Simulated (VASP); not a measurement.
# CO2 (I-42d) in VASP: a series of runs, part 2 of 2

VASP 6.6.1.

### 3 Single point, LDA

This run uses another cell than the first one, of 7.35 Å³/atom.

INCAR

```
SYSTEM = CO2
  ALGO = Normal
  EDIFF = 1E-6
  ENCUT = 910
  GGA_COMPAT = .FALSE.
  ISIF = 2
  ISMEAR = -1
  LASPH = .TRUE.
  LCHARG = .TRUE.
  LELF = .TRUE.
  LREAL = .FALSE.
  LVHAR = .TRUE.
  LWAVE = .FALSE.
  NBANDS = 25
  NELM = 120
  PREC = Accurate
  SIGMA = 0.02
```

KPOINTS

```
k-points
0
G
  8 8 8
  0 0 0
```

POSCAR

```
CO2
1.0
   -1.9342995849      1.9342995849      2.9472328734
    1.9342995849     -1.9342995849      2.9472328734
    1.9342995849      1.9342995849     -2.9472328734
C O
2 4
Direct
    0.0000000000      0.0000000000      0.0000000000
    0.7500000000      0.2500000000      0.5000000000
    0.3750000000      0.2940869635      0.4190869635
    0.7059130365      0.1250000000      0.0809130365
    0.8750000000      0.9559130365      0.5809130365
    0.0440869635      0.6250000000      0.9190869635
```

Potentials or basis: VASP PAW LDA potentials, release 64 (C_h, O_h).

Started as:

```sh
$ cat potpaw_LDA.64/C_h/POTCAR potpaw_LDA.64/O_h/POTCAR > POTCAR
$ mpirun -np 1 vasp_std > vasp.out
```

OUTCAR:

```text
SYSTEM = CO2
   EDIFF = 1E-6
   ENCUT = 910
   ISIF = 2
   ISMEAR = -1
   LASPH = .TRUE.
   LREAL = .FALSE.
   NELM = 120
   PREC = Accurate

 ion  position               nearest neighbor table
   1  0.000  0.000  0.000-   4 1.38   6 1.38   5 1.38   3 1.38
   2  0.750  0.250  0.500-   3 1.38   5 1.38   4 1.38   6 1.38
   3  0.375  0.294  0.419-   2 1.38   1 1.38
   4  0.706  0.125  0.081-   1 1.38   2 1.38
   5  0.875  0.956  0.581-   2 1.38   1 1.38
   6  0.044  0.625  0.919-   1 1.38   2 1.38

  LATTYP: Found a body centered tetragonal cell.
 ALAT       =     3.8685991698
 C/A-ratio  =     1.5236692891

  Lattice vectors:

 A1 = (  -1.9342995849,   1.9342995849,   2.9472328734)
 A2 = (   1.9342995849,  -1.9342995849,   2.9472328734)
 A3 = (   1.9342995849,   1.9342995849,  -2.9472328734)

Analysis of symmetry for initial positions (statically):
=====================================================================
 Subroutine PRICEL returns:
 Original cell was already a primitive cell.

 Routine SETGRP: Setting up the symmetry group for a
 body centered tetragonal supercell.

 Subroutine GETGRP returns: Found  8 space group operations
 (whereof  4 operations were pure point group operations)
 out of a pool of 16 trial point group operations.

The static configuration has the point symmetry S_4 .
 The point group associated with its full space group is D_2d.

Analysis of symmetry for dynamics (positions and initial velocities):
=====================================================================
 Subroutine PRICEL returns:
 Original cell was already a primitive cell.

 Routine SETGRP: Setting up the symmetry group for a
 body centered tetragonal supercell.

 Subroutine GETGRP returns: Found  8 space group operations
 (whereof  4 operations were pure point group operations)
 out of a pool of 16 trial point group operations.

The dynamic configuration has the point symmetry S_4 .
 The point group associated with its full space group is D_2d.

 Subroutine INISYM returns: Found  8 space group operations
 (whereof  4 operations are pure point group operations),
 and found     1 'primitive' translations

----------------------------------------------------------------------------------------

                                     Primitive cell

  volume of cell :      44.1085

  direct lattice vectors                    reciprocal lattice vectors
    -1.934299585  1.934299585  2.947232873     0.000000000  0.258491499  0.169650659
     1.934299585 -1.934299585  2.947232873     0.258491499  0.000000000  0.169650659
     1.934299585  1.934299585 -2.947232873     0.258491499  0.258491499  0.000000000

  length of vectors
     4.021095793  4.021095793  4.021095793     0.309191205  0.309191205  0.365562184

  position of ions in fractional coordinates (direct lattice)
     0.000000000  0.000000000  0.000000000
     0.750000000  0.250000000  0.500000000
     0.375000000  0.294086963  0.419086963
     0.705913037  0.125000000  0.080913037
     0.875000000  0.955913037  0.580913037
     0.044086963  0.625000000  0.919086963

  ion indices of the primitive-cell ions
   primitive index   ion index
                 1           1
                 2           2
[... 30 lines left out ...]

 Following reciprocal coordinates:
            Coordinates               Weight
  0.000000  0.000000  0.000000      1.000000
  0.125000  0.000000  0.000000      8.000000
  0.250000  0.000000  0.000000      8.000000
  0.375000  0.000000  0.000000      8.000000
  0.500000  0.000000  0.000000      4.000000
  0.125000  0.125000  0.000000      8.000000
[... 16 lines left out ...]
  0.250000  0.125000  0.125000     16.000000
  0.375000  0.125000  0.125000      8.000000
 [... further k-points ...]
   k-points           NKPTS =     59   k-points in BZ     NKDIM =     59   number of bands    NBANDS=     25
   number of dos      NEDOS =    301   number of ions     NIONS =      6
   total plane-waves  NPLWV =  64000
   dimension x,y,z NGX =    40 NGY =   40 NGZ =   40
   dimension x,y,z NGXF=    80 NGYF=   80 NGZF=   80
   ions per type =               2   4
   NGX,Y,Z   is equivalent  to a cutoff of  16.54, 16.54, 16.54 a.u.
   NGXF,Y,Z  is equivalent  to a cutoff of  33.07, 33.07, 33.07 a.u.
 SYSTEM =  CO2
   PREC   = accura    normal or accurate (medium, high low for compatibility)
   ISTART =      0    job   : 0-new  1-cont  2-samecut
   ICHARG =      2    charge: 1-file 2-atom 10-const
   ISPIN  =      1    spin polarized calculation?
   LNONCOLLINEAR =      F non collinear calculations
   LSORBIT =      F    spin-orbit coupling
   LASPH  =      T    aspherical Exc in radial PAW
   ENCUT  =  910.0 eV  66.88 Ry    8.18 a.u.   9.89  9.89  9.89*2*pi/ulx,y,z
   NELM   =    120;   NELMIN=  2; NELMDL= -5     # of ELM steps
   EDIFF  = 0.1E-05   stopping-criterion for ELM
   LREAL  =      F    real-space projection
   EDIFFG = 0.1E-04   stopping-criterion for IOM
   NSW    =      0    number of steps for IOM
   IBRION =     -1    ionic relax: 0-MD 1-quasi-New 2-CG
   NFREE  =      0    steps in history (QN), initial steepest desc. (CG)
   ISIF   =      2    stress and relaxation
   ISYM   =      2    0-nonsym 1-usesym 2-fastsym
   POTIM  = 0.5000    time-step for ionic-motion
   TEBEG  =    0.0;   TEEND  =   0.0 temperature during run
   PSTRESS=    0.0 pullay stress
   NELECT =      32.0000    total number of electrons
   NUPDOWN=      -1.0000    fix difference up-down
   EMIN   =  10.00;   EMAX   =-10.00  energy-range for DOS
   EFERMI =   0.00;   METHOD = LEGACY
   ISMEAR =    -1;   SIGMA  =   0.02  broadening in eV -4-tet -1-fermi 0-gaus
   EFERMI_NEDOS =   21; number of points for ismear=-14 and -15
   IALGO  =     38    algorithm
   IMIX   =      4    mixing-type and parameters
     AMIX     =   0.40;   BMIX     =  1.00
     AMIX_MAG =   1.60;   BMIX_MAG =  1.00
  volume/ion in A,a.u.               =       7.35        49.61
  Fermi-wavevector in a.u.,A,eV,Ry     =   1.471016  2.779818 29.441501  2.163889
  Thomas-Fermi vector in A             =   2.586203
   LORBIT       =      0    0 simple, 1 ext, 2 COOP (PROOUT), +10 PAW based schemes
   GGA     = CA    functional components
   LHFCALC =     F    Hartree Fock is set to
   AEXX    =    0.0000 exact exchange contribution
   IVDW    =     0    specifies the selected vdW correction
   LEPSILON=     F    determine dielectric tensor
   LRPA    =     F    only Hartree local field effects (RPA)
 non-spin polarized calculation
  energy-cutoff  :      910.00
  volume of cell :       44.11
 maximum number of plane-waves:      2784
   NGX = 19   NGY = 19   NGZ = 19

 number of electron      32.0000000 magnetization

 Free energy of the ion-electron system (eV)
  ---------------------------------------------------
  ext. energy  EPLUGINS =         0.00000000
  ---------------------------------------------------
  free energy    TOTEN  =       -49.38258081 eV

  energy without entropy =      -49.38258081  energy(sigma->0) =      -49.38258081

 E-fermi :   4.1418     XC(G=0): -12.0879

 val. band max:        3.6487052744   @ k =   0.5000   0.0000   0.0000
 cond. band min:      11.2218942993   @ k =   0.0000   0.0000   0.0000
 fundamental gap:      7.5731890249
 Fermi energy:         4.1418036888

 k-point     1 :       0.0000    0.0000    0.0000
  band No.  band energies     occupation
      1     -20.7079      2.00000
      2     -15.2633      2.00000
      3     -15.2633      2.00000
      4     -14.5406      2.00000
      5     -11.0995      2.00000
      6      -6.4605      2.00000
[... 661 lines left out ...]
     24      18.2892      0.00000
     25      19.0032      0.00000

 [... further k-points ...]

------------------------ aborting loop because EDIFF is reached ----------------------------------------

  FORCE on cell =-STRESS in cart. coord.  units (eV):
  Direction    XX          YY          ZZ          XY          YZ          ZX
  --------------------------------------------------------------------------------------
  -------------------------------------------------------------------------------------
  Total        0.1703901      0.1703901      0.0820685      0.0000000      0.0000000      0.0000000
  in kB        6.1891803      6.1891803      2.9810210      0.0000000      0.0000000      0.0000000
  external PRESSURE =       5.1197939 kB  Pullay stress =       0.0000000 kB

 VOLUME and BASIS-vectors are now :
 -----------------------------------------------------------------------------
  energy-cutoff  :      910.00
  volume of cell :       44.11
      direct lattice vectors                 reciprocal lattice vectors
    -1.934299585  1.934299585  2.947232873     0.000000000  0.258491499  0.169650659
     1.934299585 -1.934299585  2.947232873     0.258491499  0.000000000  0.169650659
     1.934299585  1.934299585 -2.947232873     0.258491499  0.258491499  0.000000000

 POSITION                                       TOTAL-FORCE (eV/Angst)
 -----------------------------------------------------------------------------------
      0.00000      0.00000      0.00000         0.000000     -0.000000     -0.000000
     -0.00000      1.93430      1.47362         0.000000     -0.000000     -0.000000
      0.65413      0.96715      0.73681         0.084973     -0.000000      0.000000
     -0.96715      1.28017      2.21042         0.000000     -0.084973      0.000000
      1.28017      0.96715      3.68404        -0.084973     -0.000000      0.000000
      2.90145      0.65413     -0.73681         0.000000      0.084973      0.000000
 -----------------------------------------------------------------------------------
    total drift:                               -0.000001     -0.000001     -0.000001

  FREE ENERGIE OF THE ION-ELECTRON SYSTEM (eV)
  ---------------------------------------------------
  free  energy   TOTEN  =       -49.3825808110 eV

  energy  without entropy=      -49.3825808110  energy(sigma->0) =      -49.38258081
```

Wall time 86 s (1 thread of Intel Xeon 6975P-C (Granite Rapids), shared host); peak memory 0.26 GiB.

What came out:

```yaml
Free_energy: -49.3826 eV
Pressure: 0.5 GPa
Largest_force: 0.085 eV/Å
Band_gap_on_the_k_mesh: 7.57 eV (least direct gap 8.04 eV)
```

Forces on the atoms (eV/Å):
```
C    0.000  0.000  0.000
C    0.000  0.000  0.000
O    0.085  0.000  0.000
O    0.000 -0.085  0.000
O   -0.085  0.000  0.000
O    0.000  0.085  0.000
```

Stress tensor (GPa, compression positive):
```
0.62 0.00 0.00
0.00 0.62 0.00
0.00 0.00 0.30
```

Caveat: the cutoff is under 1.25 times the usual one of these potentials, so pressure, stress and relaxed cells hold a basis-set (Pulay) error. LDA gaps usually lie below the measured ones, often by a third to a half.
